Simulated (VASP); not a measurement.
# AlNi (Cm) in VASP: a series of runs

The runs below take AlNi through single point, with PBE.

Everything below comes from runs of VASP 6.6.1. Logs are shortened: lines on timing, memory, paths and dates and some standing lists are left out, and cuts for length are marked.

**1. The cell of the first run**

Symmetry: Cm, No. 8, monoclinic system. The conventional cell has a = 4.091 Å, b = 4.091 Å, c = 9.477 Å, α = 90.00°, β = 98.27°, γ = 90.00°. Within 3.3 Å of Al (site symmetry m) lie 8 Ni at 2.51 Å and 5 Al at 2.89 Å. Within 3.0 Å of Al (site symmetry m) lie 5 Ni at 2.25 to 2.51 Å and 5 Al at 2.89 Å. Al (site symmetry m) has 8 Ni at 2.51 Å and 6 Al at 2.89 Å within 3.3 Å. Within 3.0 Å of Ni (site symmetry m) lie 5 Al at 2.25 to 2.51 Å and 5 Ni at 2.89 Å. Ni (site symmetry m) has 8 Al at 2.51 Å and 5 Ni at 2.89 Å within 3.3 Å. Within 3.3 Å of Ni (site symmetry m) lie 8 Al at 2.51 Å and 6 Ni at 2.89 Å.

**2. Single point, PBE**

File INCAR:

```
  ALGO = Fast
  EDIFF = 1E-7
  ENCUT = 520
  GGA = PE
  ISIF = 2
  ISMEAR = 0
  LASPH = T
  LCHARG = F
  LREAL = F
  LWAVE = F
  NBANDS = 28
  NELM = 80
  PREC = Accurate
  SIGMA = 0.15
```

File KPOINTS:

```
k-points
0
Gamma
  15 15 5
```

File POSCAR:

```
AlNi
1.0
    0.0000000000     -2.8927237813      0.0000000000
    0.0000000000      0.0000000000     -2.8927237813
    9.3781713440     -0.9642412604     -0.9642412604
Al Ni
3 3
Direct
    0.7686603543     -0.2313396457      0.6940189371
    0.9742955949     -0.0257044051      0.0771132152
    0.8714779746     -0.1285220254      0.3855660762
    0.2172515441      0.2172515441      0.8482453676
    0.4228867848      0.4228867848      0.2313396457
    0.3200691645      0.3200691645      0.5397925066
```

Potentials or basis: VASP PAW PBE potentials, release 64 (Al, Ni).

The run is started by

```
$ cat potpaw_PBE.64/Al/POTCAR potpaw_PBE.64/Ni/POTCAR > POTCAR
$ mpirun -np 1 vasp_std > vasp.out
```

OUTCAR:

```text
EDIFF = 1E-7
   ENCUT = 520
   GGA = PE
   ISIF = 2
   ISMEAR = 0
   LASPH = T
   LREAL = F
   NELM = 80
   PREC = Accurate

 ion  position               nearest neighbor table
   1  0.769  0.769  0.694-   6 2.51   4 2.51   6 2.51   6 2.51   4 2.51   4 2.51   6 2.51   4 2.51
                             3 2.89
   2  0.974  0.974  0.077-   4 2.25   5 2.51   5 2.51   5 2.51   5 2.51   3 2.89
   3  0.871  0.871  0.386-   6 2.51   6 2.51   6 2.51   6 2.51   5 2.51   5 2.51   5 2.51   5 2.51
                             1 2.89   2 2.89
   4  0.217  0.217  0.848-   2 2.25   1 2.51   1 2.51   1 2.51   1 2.51   6 2.89
   5  0.423  0.423  0.231-   2 2.51   3 2.51   2 2.51   2 2.51   3 2.51   3 2.51   3 2.51   2 2.51
                             6 2.89
   6  0.320  0.320  0.540-   3 2.51   3 2.51   3 2.51   3 2.51   1 2.51   1 2.51   1 2.51   1 2.51
                             5 2.89   4 2.89

  LATTYP: Found a base centered monoclinic cell.
 ALAT       =     4.0909292037
 B/A-ratio  =     1.0000000000
 C/A-ratio  =     2.3165381992
 COS(beta)  =    -0.1438928715

  Lattice vectors:

 A1 = (   0.0000000000,   2.8927237813,   0.0000000000)
 A2 = (   0.0000000000,   0.0000000000,   2.8927237813)
 A3 = (   9.3781713440,  -0.9642412604,  -0.9642412604)

Analysis of symmetry for initial positions (statically):
=====================================================================
 Subroutine PRICEL returns:
 Original cell was already a primitive cell.

 Routine SETGRP: Setting up the symmetry group for a
 base centered monoclinic supercell.

 Subroutine GETGRP returns: Found  2 space group operations
 (whereof  2 operations were pure point group operations)
 out of a pool of  4 trial point group operations.

The static configuration has the point symmetry C_1h.

Analysis of symmetry for dynamics (positions and initial velocities):
=====================================================================
 Subroutine PRICEL returns:
 Original cell was already a primitive cell.

 Routine SETGRP: Setting up the symmetry group for a
 base centered monoclinic supercell.

 Subroutine GETGRP returns: Found  2 space group operations
 (whereof  2 operations were pure point group operations)
 out of a pool of  4 trial point group operations.

The dynamic configuration has the point symmetry C_1h.

 Subroutine INISYM returns: Found  2 space group operations
 (whereof  2 operations are pure point group operations),
 and found     1 'primitive' translations

----------------------------------------------------------------------------------------

                                     Primitive cell

  volume of cell :      78.4751

  direct lattice vectors                    reciprocal lattice vectors
     0.000000000 -2.892723781  0.000000000    -0.035543532 -0.345694949  0.000000000
     0.000000000  0.000000000 -2.892723781    -0.035543532  0.000000000 -0.345694949
     9.378171344 -0.964241260 -0.964241260     0.106630596  0.000000000  0.000000000

  length of vectors
     2.892723781  2.892723781  9.476793771     0.347517396  0.347517396  0.106630596

  position of ions in fractional coordinates (direct lattice)
     0.768660354  0.768660354  0.694018937
     0.974295595  0.974295595  0.077113215
     0.871477975  0.871477975  0.385566076
     0.217251544  0.217251544  0.848245368
     0.422886785  0.422886785  0.231339646
     0.320069164  0.320069164  0.539792507

  ion indices of the primitive-cell ions
   primitive index   ion index
                 1           1
                 2           2
                 3           3
                 4           4
                 5           5
                 6           6

----------------------------------------------------------------------------------------

 KPOINTS: k-points

Automatic generation of k-mesh.
 Grid dimensions read from file:
 generate k-points for:   15   15    5

 Generating k-lattice:

  Cartesian coordinates                     Fractional coordinates (reciprocal lattice)
    -0.002369569 -0.023046330  0.000000000     0.066666667  0.000000000  0.000000000
    -0.002369569  0.000000000 -0.023046330     0.000000000  0.066666667  0.000000000
     0.021326119  0.000000000  0.000000000     0.000000000  0.000000000  0.200000000

  Length of vectors
     0.023167826  0.023167826  0.021326119

  Shift w.r.t. Gamma in fractional coordinates (k-lattice)
     0.000000000  0.000000000  0.000000000

 Subroutine IBZKPT returns following result:
 ===========================================

 Found    304 irreducible k-points:

 Following reciprocal coordinates:
            Coordinates               Weight
  0.000000  0.000000  0.000000      1.000000
  0.066667  0.000000 -0.000000      4.000000
  0.133333  0.000000 -0.000000      4.000000
  0.200000  0.000000  0.000000      4.000000
  0.266667  0.000000 -0.000000      4.000000
  0.333333  0.000000  0.000000      4.000000
[... 16 lines left out ...]
  0.133333  0.133333 -0.000000      2.000000
  0.200000  0.133333 -0.000000      4.000000
 [... further k-points ...]
   k-points           NKPTS =    304   k-points in BZ     NKDIM =    304   number of bands    NBANDS=     28
   number of dos      NEDOS =    301   number of ions     NIONS =      6
   total plane-waves  NPLWV =  40320
   dimension x,y,z NGX =    24 NGY =   24 NGZ =   70
   dimension x,y,z NGXF=    48 NGYF=   48 NGZF=  140
   ions per type =               3   3
   NGX,Y,Z   is equivalent  to a cutoff of  13.79, 13.79, 12.28 a.u.
   NGXF,Y,Z  is equivalent  to a cutoff of  27.59, 27.59, 24.56 a.u.
 SYSTEM =  unknown system
   PREC   = accura    normal or accurate (medium, high low for compatibility)
   ISTART =      0    job   : 0-new  1-cont  2-samecut
   ICHARG =      2    charge: 1-file 2-atom 10-const
   ISPIN  =      1    spin polarized calculation?
   LNONCOLLINEAR =      F non collinear calculations
   LSORBIT =      F    spin-orbit coupling
   LASPH  =      T    aspherical Exc in radial PAW
   ENCUT  =  520.0 eV  38.22 Ry    6.18 a.u.   5.38  5.38 17.62*2*pi/ulx,y,z
   NELM   =     80;   NELMIN=  2; NELMDL= -5     # of ELM steps
   EDIFF  = 0.1E-06   stopping-criterion for ELM
   LREAL  =      F    real-space projection
   EDIFFG = 0.1E-05   stopping-criterion for IOM
   NSW    =      0    number of steps for IOM
   IBRION =     -1    ionic relax: 0-MD 1-quasi-New 2-CG
   NFREE  =      0    steps in history (QN), initial steepest desc. (CG)
   ISIF   =      2    stress and relaxation
   ISYM   =      2    0-nonsym 1-usesym 2-fastsym
   POTIM  = 0.5000    time-step for ionic-motion
   TEBEG  =    0.0;   TEEND  =   0.0 temperature during run
   PSTRESS=    0.0 pullay stress
   NELECT =      39.0000    total number of electrons
   NUPDOWN=      -1.0000    fix difference up-down
   EMIN   =  10.00;   EMAX   =-10.00  energy-range for DOS
   EFERMI =   0.00;   METHOD = LEGACY
   ISMEAR =     0;   SIGMA  =   0.15  broadening in eV -4-tet -1-fermi 0-gaus
   EFERMI_NEDOS =   21; number of points for ismear=-14 and -15
   IALGO  =     68    algorithm
   IMIX   =      4    mixing-type and parameters
     AMIX     =   0.40;   BMIX     =  1.00
     AMIX_MAG =   1.60;   BMIX_MAG =  1.00
  volume/ion in A,a.u.               =      13.08        88.26
  Fermi-wavevector in a.u.,A,eV,Ry     =   1.296738  2.450480 22.878607  1.681530
  Thomas-Fermi vector in A             =   2.428175
   LORBIT       =      0    0 simple, 1 ext, 2 COOP (PROOUT), +10 PAW based schemes
   GGA     = PE    functional components
   LHFCALC =     F    Hartree Fock is set to
   AEXX    =    0.0000 exact exchange contribution
   IVDW    =     0    specifies the selected vdW correction
   LEPSILON=     F    determine dielectric tensor
   LRPA    =     F    only Hartree local field effects (RPA)
 non-spin polarized calculation
 RMM-DIIS sequential band-by-band and
 Gauss-broadening in eV      SIGMA  =   0.15
  energy-cutoff  :      520.00
  volume of cell :       78.48
 maximum number of plane-waves:      2141
 NGX is ok and might be reduce to    24
   NGX = 11   NGY = 11   NGZ = 35

 number of electron      38.9999991 magnetization

 Free energy of the ion-electron system (eV)
  ---------------------------------------------------
  ext. energy  EPLUGINS =         0.00000000
  ---------------------------------------------------
  free energy    TOTEN  =       -30.56251121 eV

  energy without entropy =      -30.53442719  energy(sigma->0) =      -30.54846920

 E-fermi :   8.7901     XC(G=0): -11.5676

 val. band max:        8.7900223749   @ k =  -0.4667   0.3333   0.2000
 cond. band min:       8.7915229562   @ k =   0.4667   0.4000   0.2000
 fundamental gap:      0.0015005813
 Fermi energy:         8.7901014792

 k-point     1 :       0.0000    0.0000    0.0000
  band No.  band energies     occupation
      1      -1.9216      2.00000
      2      -0.3617      2.00000
      3       0.5611      2.00000
      4       4.1089      2.00000
      5       4.7243      2.00000
      6       5.6897      2.00000
[... 20 lines left out ...]
     27      16.9166      0.00000
     28      17.0932      0.00000

 k-point     2 :       0.0667    0.0000   -0.0000
  band No.  band energies     occupation
      1      -1.8404      2.00000
      2      -0.2892      2.00000
      3       0.6398      2.00000
      4       4.1534      2.00000
      5       4.7746      2.00000
      6       5.6910      2.00000
[... 20 lines left out ...]
     27      16.3853      0.00000
     28      17.5586      0.00000

 k-point     3 :       0.1333    0.0000   -0.0000
  band No.  band energies     occupation
      1      -1.5979      2.00000
      2      -0.0725      2.00000
      3       0.8731      2.00000
      4       4.2850      2.00000
      5       4.9139      2.00000
      6       5.6759      2.00000
[... 20 lines left out ...]
     27      16.3028      0.00000
     28      17.1817      0.00000

 k-point     4 :       0.2000    0.0000    0.0000
  band No.  band energies     occupation
      1      -1.1973      2.00000
      2       0.2849      2.00000
      3       1.2526      2.00000
      4       4.4943      2.00000
      5       5.1066      2.00000
      6       5.5811      2.00000
[... 578 lines left out ...]
     27      16.1767      0.00000
     28      17.7036      0.00000

 k-point    23 :       0.1333    0.1333   -0.0000
  band No.  band energies     occupation
      1      -1.2735      2.00000
      2       0.1844      2.00000
      3       1.2203      2.00000
      4       4.3869      2.00000
      5       5.1396      2.00000
      6       5.7094      2.00000
[... 20 lines left out ...]
     27      16.0633      0.00000
     28      16.6907      0.00000

 k-point    24 :       0.2000    0.1333   -0.0000
  band No.  band energies     occupation
      1      -0.8756      2.00000
      2       0.5270      2.00000
      3       1.6064      2.00000
      4       4.5725      2.00000
      5       5.3241      2.00000
      6       5.6653      2.00000
[... 20 lines left out ...]
     27      15.8276      0.00000
     28      16.4320      0.00000

 [... further k-points ...]
[... 5 lines left out ...]
  --------------------------------------------------------------------------------------
  -------------------------------------------------------------------------------------
  Total        0.5964602     -1.8368542     -1.8368542      1.2795004      0.3056762      1.2795007
  in kB       12.1775514    -37.5018908    -37.5018908     26.1227511      6.2407972     26.1227573
  external PRESSURE =     -20.9420767 kB  Pullay stress =       0.0000000 kB

 VOLUME and BASIS-vectors are now :
 -----------------------------------------------------------------------------
  energy-cutoff  :      520.00
  volume of cell :       78.48
      direct lattice vectors                 reciprocal lattice vectors
     0.000000000 -2.892723781  0.000000000    -0.035543532 -0.345694949  0.000000000
     0.000000000  0.000000000 -2.892723781    -0.035543532  0.000000000 -0.345694949
     9.378171344 -0.964241260 -0.964241260     0.106630596  0.000000000  0.000000000

 POSITION                                       TOTAL-FORCE (eV/Angst)
 -----------------------------------------------------------------------------------
      6.50863     -2.89272     -2.89272         0.543351     -0.080488     -0.080488
      0.72318     -2.89272     -2.89272         0.335189      0.426573      0.426573
      3.61590     -2.89272     -2.89272         0.020988      0.014467      0.014467
      7.95499     -1.44636     -1.44636        -0.995872     -0.352704     -0.352704
      2.16954     -1.44636     -1.44636         0.210691      0.011461      0.011461
      5.06227     -1.44636     -1.44636        -0.114347     -0.019309     -0.019309
 -----------------------------------------------------------------------------------
    total drift:                               -0.000163      0.000956      0.000956

  FREE ENERGIE OF THE ION-ELECTRON SYSTEM (eV)
  ---------------------------------------------------
  free  energy   TOTEN  =       -30.5625112142 eV

  energy  without entropy=      -30.5344271891  energy(sigma->0) =      -30.54846920
```

Wall time 12 min (1 thread of Oxide Virtual Turin-like, shared host); peak memory 0.57 GiB.

Results:

* Free energy: -30.5625 eV
* Pressure: -2.1 GPa
* Largest force: 1.114 eV/Å

Forces on the atoms (eV/Å):
```
Al   0.543 -0.080 -0.080
Al   0.335  0.427  0.427
Al   0.021  0.014  0.014
Ni  -0.996 -0.353 -0.353
Ni   0.211  0.011  0.011
Ni  -0.114 -0.019 -0.019
```

Stress tensor (GPa, compression positive):
```
 1.22  2.61  2.61
 2.61 -3.75  0.62
 2.61  0.62 -3.75
```

Caveat: forces of over 1 eV/Å act on the atoms, so gaps and moduli don't describe the material at rest. Spin polarisation is off, so any magnetic state and its effect on volume and gap are missing.

**3. Single point, PBE**

File INCAR:

```
  PREC = Accurate
  ENCUT = 520
  EDIFF = 1E-6
  ISMEAR = 0
  SIGMA = 0.15
  LREAL = False
  LASPH = True
  NELM = 60
  ALGO = Fast
  ISIF = 2
  LWAVE = False
  LCHARG = False
  GGA = PE
  NBANDS = 28
```

File KPOINTS:

```
Automatic mesh
0
Gamma
  15 15 5
```

File POSCAR:

```
AlNi
1.0
    0.0000000000     -2.8927237813      0.0000000000
    0.0000000000      0.0000000000     -2.8927237813
    9.3781713440     -0.4821206302     -0.4821206302
Al Ni
3 3
Direct
    0.8843301772     -0.1156698228      0.6940189371
    0.9871477975     -0.0128522025      0.0771132152
    0.9357389873     -0.0642610127      0.3855660762
    0.3586257721      0.3586257721      0.8482453676
    0.4614433924      0.4614433924      0.2313396457
    0.4100345822      0.4100345822      0.5397925066
```

Potentials or basis: VASP PAW PBE potentials, release 64 (Al, Ni).

The run is started by

```
$ cat potpaw_PBE.64/Al/POTCAR potpaw_PBE.64/Ni/POTCAR > POTCAR
$ mpirun -np 1 vasp_std > vasp.out
```

Run time: 9.6 min. Hardware: 1 thread of Oxide Virtual Turin-like, shared host; peak memory 0.57 GiB.

Results (log left out):

```yaml
Free_energy: -30.8923 eV
Pressure: -4.9 GPa
Largest_force: 1.004 eV/Å
```

Forces in eV/Å, atoms in the order of the input:
```
Al   0.598 -0.071 -0.071
Al  -0.977  0.164  0.164
Al   0.021  0.015  0.015
Ni   0.421 -0.087 -0.087
Ni   0.013 -0.005 -0.005
Ni  -0.075 -0.016 -0.016
```

Stress tensor (GPa, compression positive):
```
-6.01  1.28  1.28
 1.28 -4.41  0.54
 1.28  0.54 -4.41
```

Levels at points of the mesh, in eV from the Fermi level:
| k point | band 17 | band 18 | band 19 | band 20 | band 21 | band 22 |
| --- | --- | --- | --- | --- | --- | --- |
| (0.00, 0.00, 0.00) | -1.26 | -1.05 | -0.87 | -0.23 | 4.00 | 5.86 |

Caveat: forces of over 1 eV/Å act on the atoms, so gaps and moduli don't describe the material at rest.

**4. Single point, PBE**

This run uses another cell than the first one, of 14.89 Å³/atom, 1.139 times its volume.

File INCAR:

```
SYSTEM = AlNi
PREC = Accurate ; ENCUT = 520
EDIFF = 1E-7 ; ISMEAR = 0
SIGMA = 0.15 ; LREAL = .False.
LASPH = .True. ; NELM = 60
ALGO = Fast ; ISIF = 2
LWAVE = .False. ; LCHARG = .False.
GGA = PE ; NBANDS = 28
```

File KPOINTS:

```
regular mesh
0
Gamma
  15 15 5
  0 0 0
```

File POSCAR:

```
AlNi
1.0
    0.0000000000     -2.8927237813      0.0000000000
    0.0000000000      0.0000000000     -2.8927237813
   10.6781713440     -0.9642412604     -0.9642412604
Al Ni
3 3
Direct
    0.7968244968     -0.2031755032      0.6095265096
    0.9774249441     -0.0225750559      0.0677251677
    0.8871247204     -0.1128752796      0.3386258387
    0.2516743850      0.2516743850      0.7449768450
    0.4322748323      0.4322748323      0.2031755032
    0.3419746086      0.3419746086      0.4740761741
```

The run is started by

```
$ cat potpaw_PBE.64/Al/POTCAR potpaw_PBE.64/Ni/POTCAR > POTCAR
$ mpirun -np 1 vasp_std > vasp.out
```

Wall time 23 min (1 thread of Oxide Virtual Turin-like, shared host); peak memory 0.64 GiB.

The run converged. Its results:

```
Free energy   : -29.6278 eV
Pressure      : -5.4 GPa
Largest force : 0.842 eV/Å
```

Forces in eV/Å, atoms in the order of the input:
```
Al   0.842 -0.008 -0.008
Al  -0.415 -0.013 -0.013
Al   0.092  0.001  0.001
Ni  -0.026  0.027  0.027
Ni  -0.325 -0.007 -0.007
Ni  -0.168 -0.001 -0.001
```

Stress tensor (GPa, compression positive):
```
-5.76 -0.07 -0.07
-0.07 -5.18  0.00
-0.07  0.00 -5.18
```

Levels at points of the mesh, in eV from the Fermi level:
| k point | band 15 | band 16 | band 17 | band 18 | band 19 | band 20 | band 21 | band 22 | band 23 | band 24 |
| --- | --- | --- | --- | --- | --- | --- | --- | --- | --- | --- |
| (0.00, 0.00, 0.00) | -1.48 | -1.38 | -0.92 | -0.92 | -0.59 | -0.38 | 2.94 | 3.53 | 5.95 | 5.95 |

**5. Single point, PBE**

This run uses another cell than the first one, of 14.89 Å³/atom, 1.139 times its volume.

File INCAR:

```
SYSTEM = AlNi
PREC = Accurate
ENCUT = 520
EDIFF = 1E-7
ISMEAR = 0
SIGMA = 0.15
LREAL = .FALSE.
LASPH = .TRUE.
NELM = 100
ALGO = Fast
ISIF = 2
LWAVE = .FALSE.
LCHARG = .FALSE.
GGA = PE
NBANDS = 28
```

File KPOINTS:

```
Automatic mesh
0
G
  15 15 5
  0 0 0
```

File POSCAR:

```
AlNi
1.0
    0.0000000000     -2.8927237813      0.0000000000
    0.0000000000      0.0000000000     -2.8927237813
   10.6781713440     -0.4821206302     -0.4821206302
Al Ni
3 3
Direct
    0.8984122484     -0.1015877516      0.6095265096
    0.9887124720     -0.0112875280      0.0677251677
    0.9435623602     -0.0564376398      0.3386258387
    0.3758371925      0.3758371925      0.7449768450
    0.4661374161      0.4661374161      0.2031755032
    0.4209873043      0.4209873043      0.4740761741
```

The run is started by

```
$ cat potpaw_PBE.64/Al/POTCAR potpaw_PBE.64/Ni/POTCAR > POTCAR
$ mpirun -np 1 vasp_std > vasp.out
```

Wall time 26 min (1 thread of Oxide Virtual Turin-like, shared host); peak memory 0.64 GiB.

Results (log left out):

```yaml
Free_energy: -29.6106 eV
Pressure: -5.4 GPa
Largest_force: 0.850 eV/Å
```

Forces on the atoms (eV/Å):
```
Al   0.850 -0.008 -0.008
Al  -0.353 -0.013 -0.013
Al   0.100  0.001  0.001
Ni  -0.057  0.026  0.026
Ni  -0.374 -0.006 -0.006
Ni  -0.167 -0.001 -0.001
```

Stress tensor (GPa, compression positive):
```
-5.69 -0.06 -0.06
-0.06 -5.28  0.00
-0.06  0.00 -5.28
```

Levels at points of the mesh, in eV from the Fermi level:
| k point | band 17 | band 18 | band 19 | band 20 | band 21 | band 22 |
| --- | --- | --- | --- | --- | --- | --- |
| (0.00, 0.00, 0.00) | -0.91 | -0.91 | -0.58 | -0.39 | 2.90 | 3.49 |

Spin polarisation is off, so any magnetic state and its effect on volume and gap are missing.

**6. Summary**

```tsv
cell	further INCAR settings	gap on the mesh (eV)	pressure (GPa)	largest force (eV/Å)
a = 2.893, b = 2.893, c = 9.477 Å, angles 84.2, 84.2, 90.0°, 6 atoms	ALGO = Fast; EDIFF = 1e-07; NBANDS = 28	none	-2.1	1.11
a = 2.893, b = 2.893, c = 9.403 Å, angles 87.1, 87.1, 90.0°, 6 atoms	ALGO = Fast; EDIFF = 1e-06; NBANDS = 28	none	-4.9	1.00
a = 2.893, b = 2.893, c = 10.765 Å, angles 84.9, 84.9, 90.0°, 6 atoms	ALGO = Fast; EDIFF = 1e-07; NBANDS = 28	none	-5.4	0.84
a = 2.893, b = 2.893, c = 10.700 Å, angles 87.4, 87.4, 90.0°, 6 atoms	ALGO = Fast; EDIFF = 1e-07; NBANDS = 28	none	-5.4	0.85
```

Alike in all rows: task single point; level PBE; potentials or basis VASP PAW PBE potentials, release 64 (Al, Ni); no spin polarisation; k mesh 15 × 15 × 5; cutoff (eV) 520; smearing gaussian 0.15 eV.

Caveats: forces of over 1 eV/Å act on the atoms, so gaps and moduli don't describe the material at rest (some runs).

Absolute energies hang on the potentials; compare differences alone.
